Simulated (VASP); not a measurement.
# Re (Im-3m) in VASP: a series of runs, part 2 of 2

VASP 6.6.1.

## 3. Single point, PBE

This run uses another cell than the first one, of 14.53 Å³/atom.

File INCAR:

```
PREC = Accurate ; ENCUT = 600
EDIFF = 1E-6 ; ISMEAR = -1
SIGMA = 0.1 ; LREAL = False
LASPH = True ; NELM = 120
ALGO = Normal ; ISIF = 2
LWAVE = False ; LCHARG = False
GGA = PE ; NBANDS = 10
GGA_COMPAT = False
```

File KPOINTS:

```
regular mesh
0
Gamma
  9 9 9
```

File POSCAR:

```
Re
1.0
   -1.5370745444      1.5370745444      1.5370745444
    1.5370745444     -1.5370745444      1.5370745444
    1.5370745444      1.5370745444     -1.5370745444
Re
1
Direct
    0.0000000000      0.0000000000      0.0000000000
```

Potentials or basis: VASP PAW PBE potentials, release 64 (Re).

The run is started by

```console
cat potpaw_PBE.64/Re/POTCAR > POTCAR
mpirun -np 1 vasp_std > vasp.out
```

It took 5.5 s on 1 thread of Intel Xeon Platinum 8259CL at 2.50GHz (Skylake/Cascade Lake), shared host; peak memory 0.14 GiB.

Results (log left out):

```
Free energy            : -12.0937 eV
Pressure               : 14.9 GPa
Band gap on the k mesh : zero (an odd number of electrons rules out a gap without spin polarisation)
```

Levels at points of the mesh, in eV from the Fermi level:
```csv
k point,band 1,band 2,band 3,band 4,band 5,band 6
"(0.00, 0.00, 0.00)",-10.87,-2.74,-2.74,-2.74,0.81,0.81
```

Caveat: the cell stands under pressure; spin-orbit coupling is left out, which moves the levels of the heavy elements.

## 4. Relaxation of cell and atoms, PBE

This run uses another cell than the first one, of 14.75 Å³/atom.

File INCAR:

```
ALGO = Normal ; EDIFF = 1E-7
EDIFFG = -0.02 ; ENCUT = 600
GGA = PE ; GGA_COMPAT = False
IBRION = 2 ; ISIF = 3
ISMEAR = -1 ; LASPH = True
LCHARG = False ; LREAL = False
LWAVE = False ; NELM = 120
NELMIN = 4 ; NSW = 80
PREC = Accurate ; SIGMA = 0.1
```

File KPOINTS:

```
k-points
0
Gamma
  9 9 9
```

File POSCAR:

```
Re
1.0
   -1.5450000000      1.5450000000      1.5450000000
    1.5450000000     -1.5450000000      1.5450000000
    1.5450000000      1.5450000000     -1.5450000000
Re
1
Direct
    0.0000000000      0.0000000000      0.0000000000
```

Potentials or basis: VASP PAW PBE potentials, release 64 (Re).

The run is started by

```console
cat potpaw_PBE.64/Re/POTCAR > POTCAR
mpirun -np 1 vasp_std > vasp.out
```

OUTCAR:

```text
EDIFF = 1E-7
   EDIFFG = -0.02
   ENCUT = 600
   GGA = PE
   IBRION = 2
   ISIF = 3
   ISMEAR = -1
   LASPH = True
   LREAL = False
   NELM = 120
   NELMIN = 4
   NSW = 80
   PREC = Accurate

 ion  position               nearest neighbor table
   1  0.000  0.000  0.000-

  LATTYP: Found a body centered cubic cell.
 ALAT       =     3.0900000000

  Lattice vectors:

 A1 = (  -1.5450000000,   1.5450000000,   1.5450000000)
 A2 = (   1.5450000000,  -1.5450000000,   1.5450000000)
 A3 = (   1.5450000000,   1.5450000000,  -1.5450000000)

Analysis of symmetry for initial positions (statically):
=====================================================================
 Subroutine PRICEL returns:
 Original cell was already a primitive cell.

 Routine SETGRP: Setting up the symmetry group for a
 body centered cubic supercell.

 Subroutine GETGRP returns: Found 48 space group operations
 (whereof 48 operations were pure point group operations)
 out of a pool of 48 trial point group operations.

The static configuration has the point symmetry O_h .

[... 167 lines left out ...]
  Total        0.7855353      0.7855353      0.7855353      0.0000000      0.0000000      0.0000000
  in kB       85.3160700     85.3160700     85.3160700      0.0000000      0.0000000      0.0000000
  external PRESSURE =      85.3160700 kB  Pullay stress =       0.0000000 kB
[... 92 lines left out ...]
--------------------------------------- Ionic step        4  -------------------------------------------

 number of electron       7.0000000 magnetization

 Free energy of the ion-electron system (eV)
  ---------------------------------------------------
  ext. energy  EPLUGINS =         0.00000000
  ---------------------------------------------------
  free energy    TOTEN  =       -12.11884631 eV

  energy without entropy =      -12.08155090  energy(sigma->0) =      -12.10019860

 E-fermi :   8.4683     XC(G=0): -13.5918

 val. band max:        8.4197562992   @ k =   0.2222   0.1111   0.0000
 cond. band min:       8.4826804619   @ k =  -0.4444   0.4444   0.3333
 fundamental gap:      0.0629241628
 Fermi energy:         8.4683276429

 k-point     1 :       0.0000    0.0000    0.0000
  band No.  band energies     occupation
      1      -2.1062      2.00000
      2       5.8531      2.00000
      3       5.8531      2.00000
      4       5.8531      2.00000
      5       9.2356      0.00093
      6       9.2356      0.00093
      7      23.9967      0.00000
[... 221 lines left out ...]
 k-point    24 :      -0.4444   -0.4444    0.1111
  band No.  band energies     occupation
      1       2.3853      2.00000
      2       4.5945      2.00000
      3       5.1784      2.00000
      4       8.0763      1.96110
      5      11.3920      0.00000
      6      14.8022      0.00000
      7      17.4169      0.00000

 [... further k-points ...]

------------------------ aborting loop because EDIFF is reached ----------------------------------------

  FORCE on cell =-STRESS in cart. coord.  units (eV):
  Direction    XX          YY          ZZ          XY          YZ          ZX
  --------------------------------------------------------------------------------------
  -------------------------------------------------------------------------------------
  Total       -0.0041805     -0.0041805     -0.0041805      0.0000000      0.0000000      0.0000000
  in kB       -0.4438780     -0.4438780     -0.4438780      0.0000000      0.0000000      0.0000000
  external PRESSURE =      -0.4438780 kB  Pullay stress =       0.0000000 kB
[... 16 lines left out ...]
  FREE ENERGIE OF THE ION-ELECTRON SYSTEM (eV)
  ---------------------------------------------------
  free  energy   TOTEN  =       -12.1188463066 eV

  energy  without entropy=      -12.0815508952  energy(sigma->0) =      -12.10019860

 reached required accuracy - stopping structural energy minimisation
```

CONTCAR:

```text
Re
   1.00000000000000
    -1.5567007710251255    1.5567007710251255    1.5567007710251255
     1.5567007710251255   -1.5567007710251255    1.5567007710251255
     1.5567007710251255    1.5567007710251255   -1.5567007710251255
  Re
     1
Direct
     0.0000000000000000    0.0000000000000000    0.0000000000000000

  0.00000000E+00  0.00000000E+00  0.00000000E+00
```

Wall time 14 s (1 thread of Intel Xeon Platinum 8259CL at 2.50GHz (Skylake/Cascade Lake), shared host); peak memory 0.15 GiB.

Results:

- Free energy: -12.1188 eV
- Relaxed volume: 15.09 Å³/atom
- Relaxed cell: a = 2.696 Å, b = 2.696 Å, c = 2.696 Å, α = 109.47°, β = 109.47°, γ = 109.47°
- Space group after relaxing (to 0.1 Å): Im-3m (No. 229)
- Energy gained by relaxing: 8.7 meV/atom
- Ionic steps: 4
- Pressure after relaxing: 0.0 GPa
- Band gap on the k mesh: zero (an odd number of electrons rules out a gap without spin polarisation)

The path:
```tsv
step	energy change (eV)	largest force (eV/Å)	pressure (GPa)	volume (Å³)
1	0.0000	0.0000	8.53	14.75
2	0.1158	0.0000	-26.04	16.49
3	-0.0087	0.0000	-0.28	15.10
4	-0.0087	0.0000	-0.04	15.09
```

Final structure:
```cif
data_structure
_symmetry_space_group_name_H-M 'P 1'
_symmetry_Int_Tables_number 1
_cell_length_a 2.6963
_cell_length_b 2.6963
_cell_length_c 2.6963
_cell_angle_alpha 109.471
_cell_angle_beta 109.471
_cell_angle_gamma 109.471
_cell_volume 15.09
loop_
_atom_site_label
_atom_site_type_symbol
_atom_site_fract_x
_atom_site_fract_y
_atom_site_fract_z
_atom_site_occupancy
Re1 Re 0.00000 0.00000 0.00000 1
```

Levels at points of the mesh, in eV from the Fermi level:
```csv
k point,band 1,band 2,band 3,band 4,band 5,band 6,band 7
"(0.00, 0.00, 0.00)",-10.57,-2.62,-2.62,-2.62,0.77,0.77,15.53
```

Caveat: spin-orbit coupling is left out, which moves the levels of the heavy elements.

## 5. Summary

```tsv
task	cell	gap on the mesh (eV)	pressure (GPa)
single point	a = 2.697 Å, angles 109.5°, 1 atom	none	-0.3
single point	a = 2.662 Å, angles 109.5°, 1 atom	none	14.9
relaxation of cell and atoms	relaxed from a = 2.676 Å, angles 109.5°, 1 atom	none	0.0
```

Alike in all rows: level PBE; potentials or basis VASP PAW PBE potentials, release 64 (Re); no spin polarisation; k mesh 9 × 9 × 9; cutoff (eV) 600; smearing fermi-dirac 0.1 eV.

Caveats: spin-orbit coupling is left out, which moves the levels of the heavy elements; the cell stands under pressure (at least some runs).

Absolute energies hang on the potentials; compare differences alone.
